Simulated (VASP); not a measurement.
## SiC: single point with PBE

The system is SiC.

```
CELL_PARAMETERS angstrom
3.19837 0.00000 0.00000
-1.59919 2.76987 0.00000
0.00000 0.00000 5.25003
ATOMIC_POSITIONS crystal
Si 0.33333 0.66667 0.99946
Si 0.66667 0.33333 0.49946
C 0.33333 0.66667 0.37554
C 0.66667 0.33333 0.87554
```

This cell differs from its parent crystal: strain +4.0%.

- Program: VASP 6.6.1
- Task: single point
- Functional: PBE
- Potentials or basis: VASP PAW PBE potentials, release 64 (Si, C)
- Cutoff: 520 eV
- k mesh: 6 × 6 × 4
- Occupations: gaussian, width 0.01 eV
- Spin: no spin polarisation

| Item | Value |
| --- | --- |
| Pressure | -17.7 GPa |
| Largest force | 0.005 eV/Å |
| Band gap on the k mesh | 2.48 eV, indirect (least direct gap 3.74 eV) |

Forces in eV/Å, atoms in the order of the input:
```
Si   0.000  0.000 -0.005
Si   0.000  0.000 -0.005
C    0.000  0.000  0.005
C    0.000  0.000  0.005
```

Stress tensor (GPa, compression positive):
```
-17.79   0.00   0.00
  0.00 -17.79   0.00
  0.00   0.00 -17.64
```

Levels at points of the mesh, in eV from the valence-band top:
```csv
k point,band 4,band 5,band 6,band 7,band 8,band 9,band 10,band 11,band 12,band 13
"(0.00, 0.00, 0.00)",-1.25,-1.25,-0.09,0.00,0.00,3.86,4.94,6.01,6.01,6.83
"(0.50, 0.00, 0.00)",-6.03,-5.01,-3.08,-2.95,-1.15,2.59,4.10,5.98,6.69,9.01
"(0.00, 0.00, 0.50)",-4.22,-0.68,-0.68,-0.68,-0.68,4.91,4.91,6.74,6.74,6.74
"(0.50, 0.00, 0.50)",-7.75,-2.28,-2.28,-2.20,-2.20,3.02,3.02,4.79,4.79,9.56
```

It took 6.6 s on 1 thread of Intel(R) Xeon(R) 6975P-C (Granite Rapids) (shared host), peak memory 0.15 GiB.

Caveat: the cell differs from its parent crystal (strain +4.0%). A k mesh can miss the band edges.
